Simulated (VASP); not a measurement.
A run of VASP 6.6.1 is set up as follows.

The input INCAR:

```
SYSTEM = Si16Ge
PREC     = Accurate       ! precision mode
ENCUT    = 520            ! plane-wave cutoff, eV
EDIFF    = 1E-6           ! SCF threshold, eV
ISMEAR   = 0              ! smearing method
SIGMA    = 0.02           ! smearing width, eV
LREAL    = Auto         
LASPH    = .TRUE.         ! aspherical terms in the spheres
NELM     = 60             ! most SCF steps
ALGO     = Normal         ! electronic algorithm
ISIF     = 2              ! what is computed and relaxed
LWAVE    = .FALSE.        ! write WAVECAR
LCHARG   = .FALSE.        ! write CHGCAR
GGA      = PE             ! functional
IVDW     = 12             ! dispersion correction
IBRION   = 2              ! ionic algorithm
NSW      = 80             ! ionic steps
EDIFFG   = -0.03          ! ionic threshold
```

File KPOINTS:

```
Automatic mesh
0
G
  2 2 2
  0 0 0
```

The input POSCAR:

```
Si16Ge
1.0
    0.0000000000      5.4300000000      5.4300000000
    5.4300000000      0.0000000000      5.4300000000
    5.4300000000      5.4300000000      0.0000000000
Si Ge
16 1
Direct
    0.0000000000      0.0000000000      0.0000000000
    0.1250000000      0.1250000000      0.1250000000
    0.0000000000      0.0000000000      0.5000000000
    0.1250000000      0.1250000000      0.6250000000
    0.0000000000      0.5000000000      0.0000000000
    0.1250000000      0.6250000000      0.1250000000
    0.0000000000      0.5000000000      0.5000000000
    0.1250000000      0.6250000000      0.6250000000
    0.5000000000      0.0000000000      0.0000000000
    0.6250000000      0.1250000000      0.1250000000
    0.5000000000      0.0000000000      0.5000000000
    0.6250000000      0.1250000000      0.6250000000
    0.5000000000      0.5000000000      0.0000000000
    0.6250000000      0.6250000000      0.1250000000
    0.5000000000      0.5000000000      0.5000000000
    0.6250000000      0.6250000000      0.6250000000
    0.8184017000      0.3101423000      0.0616882000
```

Potentials or basis: VASP PAW PBE potentials, release 64 (Si, Ge_d).

Launch:

```console
$ cat potpaw_PBE.64/Si/POTCAR potpaw_PBE.64/Ge_d/POTCAR > POTCAR
$ mpirun -np 1 vasp_std > vasp.out
```

(1) Estimate the energy gained by relaxing.

(2) Estimate the band gap on the k mesh.

(3) What does it give for the dispersion energy per atom?

Results:

(1) 92.5 meV/atom.

(2) 0.14 eV.

(3) -0.333 eV.

Caveat: the k points lie up to 0.50 Å⁻¹ apart.
